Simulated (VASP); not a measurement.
# TePb in VASP: a series of runs

The runs below take TePb through single point, with PBE.

Everything below comes from runs of VASP 6.6.1. Logs are shortened: lines on timing, memory, paths and dates and some standing lists are left out, and cuts for length are marked.

## 1. The cell of the first run

The typed cell holds 2 atoms: a = 4.008 Å, b = 3.991 Å, c = 4.005 Å, α = 89.72°, β = 91.58°, γ = 91.20°.

## 2. Single point, PBE (atoms moved at random and the cell strained at random)

The input, INCAR:

```
  PREC = Accurate
  ENCUT = 520
  EDIFF = 1E-6
  ISMEAR = 0
  SIGMA = 0.05
  LREAL = F
  LASPH = T
  NELM = 80
  ALGO = Normal
  ISIF = 2
  LWAVE = F
  LCHARG = F
  GGA = PE
  NBANDS = 17
```

The input, KPOINTS:

```
Automatic mesh
0
Gamma
  8 8 8
```

The input, POSCAR:

```
TePb
1.0
    4.0075993503     -0.0418878527     -0.0550766815
   -0.0418878527      3.9904051690      0.0094706431
   -0.0550766815      0.0094706431      4.0046249722
Pb Te
1 1
Direct
   -0.0019021528     -0.0023874512     -0.0136279819
    0.5019021528      0.5023874512      0.5136279819
```

Potentials or basis: VASP PAW PBE potentials, release 64 (Pb_d, Te).

Run with:

```sh
$ cat potpaw_PBE.64/Pb_d/POTCAR potpaw_PBE.64/Te/POTCAR > POTCAR
$ mpirun -np 1 vasp_std > vasp.out
```

OUTCAR:

```text
PREC = Accurate
   ENCUT = 520
   EDIFF = 1E-6
   ISMEAR = 0
   LREAL = F
   LASPH = T
   NELM = 80
   ISIF = 2
   GGA = PE

 ion  position               nearest neighbor table
   1  0.998  0.998  0.986-   2 3.33   2 3.39   2 3.42   2 3.46   2 3.50   2 3.51   2 3.51   2 3.59

   2  0.502  0.502  0.514-   1 3.33   1 3.39   1 3.42   1 3.46   1 3.50   1 3.51   1 3.51   1 3.59

  LATTYP: Found a triclinic cell.
 ALAT       =     4.0050148941
 B/A-ratio  =     1.4082271976
 C/A-ratio  =     1.7050633257
 COS(alpha) =     0.0002291105
 COS(beta)  =     0.5731917547
 COS(gamma) =     0.7066584401

  Lattice vectors:

 A1 = (  -0.0550766815,   0.0094706431,   4.0046249722)
 A2 = (  -0.0131888288,  -3.9809345259,   3.9951543291)
 A3 = (   3.9106348161,   3.9579879594,   3.9590189338)

Analysis of symmetry for initial positions (statically):
=====================================================================
 Subroutine PRICEL returns:
 Original cell was already a primitive cell.

 Routine SETGRP: Setting up the symmetry group for a
 triclinic supercell.

 Subroutine GETGRP returns: Found  1 space group operations
 (whereof  1 operations were pure point group operations)
 out of a pool of  2 trial point group operations.

The static configuration has the point symmetry C_1 .

Analysis of symmetry for dynamics (positions and initial velocities):
=====================================================================
 Subroutine PRICEL returns:
 Original cell was already a primitive cell.

 Routine SETGRP: Setting up the symmetry group for a
 triclinic supercell.

 Subroutine GETGRP returns: Found  1 space group operations
 (whereof  1 operations were pure point group operations)
 out of a pool of  2 trial point group operations.

The dynamic configuration has the point symmetry C_1 .

 Subroutine INISYM returns: Found  1 space group operations
 (whereof  1 operations are pure point group operations),
 and found     1 'primitive' translations

----------------------------------------------------------------------------------------

                                     Primitive cell

  volume of cell :      64.0223

  direct lattice vectors                    reciprocal lattice vectors
     4.007599350 -0.041887853 -0.055076682     0.249600334  0.002611958  0.003426643
    -0.041887853  3.990405169  0.009470643     0.002611958  0.250629858 -0.000556798
    -0.055076682  0.009470643  4.004624972     0.003426643 -0.000556798  0.249759717

  length of vectors
     4.008196675  3.990636252  4.005014894     0.249637519  0.250644087  0.249783843

  position of ions in fractional coordinates (direct lattice)
     0.998097847  0.997612549  0.986372018
     0.501902153  0.502387451  0.513627982

  ion indices of the primitive-cell ions
   primitive index   ion index
                 1           1
                 2           2

----------------------------------------------------------------------------------------

 KPOINTS: Automatic mesh

Automatic generation of k-mesh.
 Grid dimensions read from file:
 generate k-points for:    8    8    8

 Generating k-lattice:

  Cartesian coordinates                     Fractional coordinates (reciprocal lattice)
     0.031200042  0.000326495  0.000428330     0.125000000 -0.000000000  0.000000000
     0.000326495  0.031328732 -0.000069600    -0.000000000  0.125000000  0.000000000
     0.000428330 -0.000069600  0.031219965     0.000000000  0.000000000  0.125000000

  Length of vectors
     0.031204690  0.031330511  0.031222980

  Shift w.r.t. Gamma in fractional coordinates (k-lattice)
     0.000000000  0.000000000  0.000000000

 Subroutine IBZKPT returns following result:
 ===========================================

 Found    260 irreducible k-points:

 Following reciprocal coordinates:
            Coordinates               Weight
  0.000000  0.000000  0.000000      1.000000
  0.125000  0.000000 -0.000000      2.000000
  0.250000  0.000000 -0.000000      2.000000
  0.375000  0.000000 -0.000000      2.000000
  0.500000  0.000000 -0.000000      1.000000
 -0.000000  0.125000  0.000000      2.000000
[... 16 lines left out ...]
  0.125000  0.375000 -0.000000      2.000000
  0.250000  0.375000 -0.000000      2.000000
 [... further k-points ...]
   k-points           NKPTS =    260   k-points in BZ     NKDIM =    260   number of bands    NBANDS=     17
   number of dos      NEDOS =    301   number of ions     NIONS =      2
   total plane-waves  NPLWV =  27000
   dimension x,y,z NGX =    30 NGY =   30 NGZ =   30
   dimension x,y,z NGXF=    60 NGYF=   60 NGZF=   60
   ions per type =               1   1
   NGX,Y,Z   is equivalent  to a cutoff of  12.44, 12.50, 12.45 a.u.
   NGXF,Y,Z  is equivalent  to a cutoff of  24.89, 25.00, 24.91 a.u.
 SYSTEM =  unknown system
   PREC   = accura    normal or accurate (medium, high low for compatibility)
   ISTART =      0    job   : 0-new  1-cont  2-samecut
   ICHARG =      2    charge: 1-file 2-atom 10-const
   ISPIN  =      1    spin polarized calculation?
   LNONCOLLINEAR =      F non collinear calculations
   LSORBIT =      F    spin-orbit coupling
   LASPH  =      T    aspherical Exc in radial PAW
   ENCUT  =  520.0 eV  38.22 Ry    6.18 a.u.   7.45  7.42  7.45*2*pi/ulx,y,z
   NELM   =     80;   NELMIN=  2; NELMDL= -5     # of ELM steps
   EDIFF  = 0.1E-05   stopping-criterion for ELM
   LREAL  =      F    real-space projection
   EDIFFG = 0.1E-04   stopping-criterion for IOM
   NSW    =      0    number of steps for IOM
   IBRION =     -1    ionic relax: 0-MD 1-quasi-New 2-CG
   NFREE  =      0    steps in history (QN), initial steepest desc. (CG)
   ISIF   =      2    stress and relaxation
   ISYM   =      2    0-nonsym 1-usesym 2-fastsym
   POTIM  = 0.5000    time-step for ionic-motion
   TEBEG  =    0.0;   TEEND  =   0.0 temperature during run
   PSTRESS=    0.0 pullay stress
   NELECT =      20.0000    total number of electrons
   NUPDOWN=      -1.0000    fix difference up-down
   EMIN   =  10.00;   EMAX   =-10.00  energy-range for DOS
   EFERMI =   0.00;   METHOD = LEGACY
   ISMEAR =     0;   SIGMA  =   0.05  broadening in eV -4-tet -1-fermi 0-gaus
   EFERMI_NEDOS =   21; number of points for ismear=-14 and -15
   IALGO  =     38    algorithm
   IMIX   =      4    mixing-type and parameters
     AMIX     =   0.40;   BMIX     =  1.00
     AMIX_MAG =   1.60;   BMIX_MAG =  1.00
  volume/ion in A,a.u.               =      32.01       216.02
  Fermi-wavevector in a.u.,A,eV,Ry     =   1.110813  2.099133 16.788314  1.233906
  Thomas-Fermi vector in A             =   2.247369
   LORBIT       =      0    0 simple, 1 ext, 2 COOP (PROOUT), +10 PAW based schemes
   GGA     = PE    functional components
   LHFCALC =     F    Hartree Fock is set to
   AEXX    =    0.0000 exact exchange contribution
   IVDW    =     0    specifies the selected vdW correction
   LEPSILON=     F    determine dielectric tensor
   LRPA    =     F    only Hartree local field effects (RPA)
 non-spin polarized calculation
 Gauss-broadening in eV      SIGMA  =   0.05
  energy-cutoff  :      520.00
  volume of cell :       64.02
 maximum number of plane-waves:      1759
 NGX is ok and might be reduce to    30
   NGX = 15   NGY = 15   NGZ = 15

 number of electron      20.0000006 magnetization

 Free energy of the ion-electron system (eV)
  ---------------------------------------------------
  ext. energy  EPLUGINS =         0.00000000
  ---------------------------------------------------
  free energy    TOTEN  =        -7.06509304 eV

  energy without entropy =       -7.06324452  energy(sigma->0) =       -7.06416878

 E-fermi :   6.4002     XC(G=0):  -9.6851

 val. band max:        6.3983582190   @ k =   0.3750  -0.3750   0.3750
 cond. band min:       6.4016283097   @ k =   0.5000   0.2500  -0.0000
 fundamental gap:      0.0032700907
 Fermi energy:         6.4002351356

 k-point     1 :       0.0000    0.0000    0.0000
  band No.  band energies     occupation
      1     -10.7610      2.00000
      2     -10.7592      2.00000
      3     -10.6793      2.00000
      4     -10.6770      2.00000
      5     -10.6748      2.00000
      6      -5.7770      2.00000
[... 9 lines left out ...]
     16      16.2499      0.00000
     17      17.3323      0.00000

 k-point     2 :       0.1250    0.0000   -0.0000
  band No.  band energies     occupation
      1     -10.7605      2.00000
      2     -10.7492      2.00000
      3     -10.6821      2.00000
      4     -10.6801      2.00000
      5     -10.6759      2.00000
      6      -5.6526      2.00000
[... 9 lines left out ...]
     16      16.5717      0.00000
     17      16.7719      0.00000

 k-point     3 :       0.2500    0.0000   -0.0000
  band No.  band energies     occupation
      1     -10.7593      2.00000
      2     -10.7252      2.00000
      3     -10.6906      2.00000
      4     -10.6887      2.00000
      5     -10.6759      2.00000
      6      -5.2937      2.00000
[... 9 lines left out ...]
     16      15.1091      0.00000
     17      16.8244      0.00000

 k-point     4 :       0.3750    0.0000   -0.0000
  band No.  band energies     occupation
      1     -10.7582      2.00000
      2     -10.7015      2.00000
      3     -10.6990      2.00000
      4     -10.6973      2.00000
      5     -10.6754      2.00000
      6      -4.7736      2.00000
[... 9 lines left out ...]
     16      15.7701      0.00000
     17      17.4468      0.00000
[... 343 lines left out ...]
      1     -10.7567      2.00000
      2     -10.7007      2.00000
      3     -10.6997      2.00000
      4     -10.6978      2.00000
      5     -10.6756      2.00000
      6      -4.7631      2.00000
[... 9 lines left out ...]
     16      15.8758      0.00000
     17      17.0552      0.00000

 k-point    23 :       0.1250    0.3750   -0.0000
  band No.  band energies     occupation
      1     -10.7497      2.00000
      2     -10.7046      2.00000
      3     -10.6988      2.00000
      4     -10.6966      2.00000
      5     -10.6786      2.00000
      6      -4.6427      2.00000
[... 9 lines left out ...]
     16      15.7167      0.00000
     17      16.0594      0.00000

 k-point    24 :       0.2500    0.3750   -0.0000
  band No.  band energies     occupation
      1     -10.7369      2.00000
      2     -10.7191      2.00000
      3     -10.6972      2.00000
      4     -10.6894      2.00000
      5     -10.6806      2.00000
      6      -4.3429      2.00000
[... 9 lines left out ...]
     16      14.9083      0.00000
     17      16.2129      0.00000

 [... further k-points ...]
[... 5 lines left out ...]
  --------------------------------------------------------------------------------------
  -------------------------------------------------------------------------------------
  Total        0.0432616      0.0643141      0.0537428      0.0976158      0.0197374      0.1358652
  in kB        1.0826337      1.6094804      1.3449309      2.4428648      0.4939342      3.4000682
  external PRESSURE =       1.3456817 kB  Pullay stress =       0.0000000 kB

 VOLUME and BASIS-vectors are now :
 -----------------------------------------------------------------------------
  energy-cutoff  :      520.00
  volume of cell :       64.02
      direct lattice vectors                 reciprocal lattice vectors
     4.007599350 -0.041887853 -0.055076682     0.249600334  0.002611958  0.003426643
    -0.041887853  3.990405169  0.009470643     0.002611958  0.250629858 -0.000556798
    -0.055076682  0.009470643  4.004624972     0.003426643 -0.000556798  0.249759717

 POSITION                                       TOTAL-FORCE (eV/Angst)
 -----------------------------------------------------------------------------------
      3.90386      3.94841      3.90453         0.011564     -0.004040     -0.032899
      1.96209      1.98857      2.03400        -0.011564      0.004040      0.032899
 -----------------------------------------------------------------------------------
    total drift:                                0.000146      0.000148     -0.000373

  FREE ENERGIE OF THE ION-ELECTRON SYSTEM (eV)
  ---------------------------------------------------
  free  energy   TOTEN  =        -7.0650930392 eV

  energy  without entropy=       -7.0632445191  energy(sigma->0) =       -7.06416878
```

Run time: 78 s. Hardware: 1 thread of Intel Xeon 6975P-C (Granite Rapids), shared host; peak memory 0.39 GiB.

What came out:

* Free energy: -7.0651 eV
* Pressure: 0.1 GPa
* Largest force: 0.035 eV/Å
* Band gap on the k mesh: zero (band 10 reaches 6.63 eV, above the bottom of band 11 at 5.33 eV)

Forces on the atoms (eV/Å):
```
Pb   0.012 -0.004 -0.033
Te  -0.012  0.004  0.033
```

Caveat: the cell differs from its parent crystal (atoms moved at random and the cell strained at random); spin-orbit coupling is left out, which moves the levels of the heavy elements.

## 3. Single point, PBE, non-collinear spin, zero start, spin-orbit coupling

This run uses another cell than the first one, of 32.13 Å³/atom, 1.004 times its volume.

The input, INCAR:

```
PREC     = Accurate       # precision mode
ENCUT    = 520            # plane-wave cutoff, eV
EDIFF    = 1E-6           # SCF threshold, eV
ISMEAR   = 0              # smearing method
SIGMA    = 0.05           # smearing width, eV
LREAL    = False          # projectors in reciprocal space
LASPH    = True           # aspherical terms in the spheres
NELM     = 150            # most SCF steps
ALGO     = Normal         # electronic algorithm
ISIF     = 2              # what is computed and relaxed
LWAVE    = False          # write WAVECAR
LCHARG   = False          # write CHGCAR
MAGMOM   = 0 0 0 0 0 0    # initial moments
LORBIT   = 11             # projections on sites
LSORBIT  = True           # spin-orbit coupling
GGA_COMPAT= False        
LORBMOM  = True         
GGA      = PE             # functional
NBANDS   = 32             # bands
```

KPOINTS is that of step 2.

The input, POSCAR:

```
TePb
1.0
    4.0053937448      0.0000000000      0.0000000000
    0.0000000000      4.0053937448      0.0000000000
    0.0000000000      0.0000000000      4.0053937448
Pb Te
1 1
Direct
    0.0000000000      0.0000000000      0.0000000000
    0.5000000000      0.5000000000      0.5000000000
```

Potentials or basis: VASP PAW PBE potentials, release 64 (Pb_d, Te).

Run with:

```sh
$ cat potpaw_PBE.64/Pb_d/POTCAR potpaw_PBE.64/Te/POTCAR > POTCAR
$ mpirun -np 1 vasp_ncl > vasp.out
```

It took 67 s on 1 thread of Intel Xeon 6975P-C (Granite Rapids), shared host; peak memory 0.33 GiB.

It converged, with:

| Property | Result |
| --- | --- |
| Free energy | -7.6256 eV |
| Pressure | 0.1 GPa |
| Net moment | 0.00 μB per cell |
| Valence electrons inside the program's atomic spheres | Pb 11.84; Te 3.34 |

Moments on the atoms (μB; x, y, z):
```
Pb  0.00 0.00 0.00
Te  0.00 0.00 0.00
```
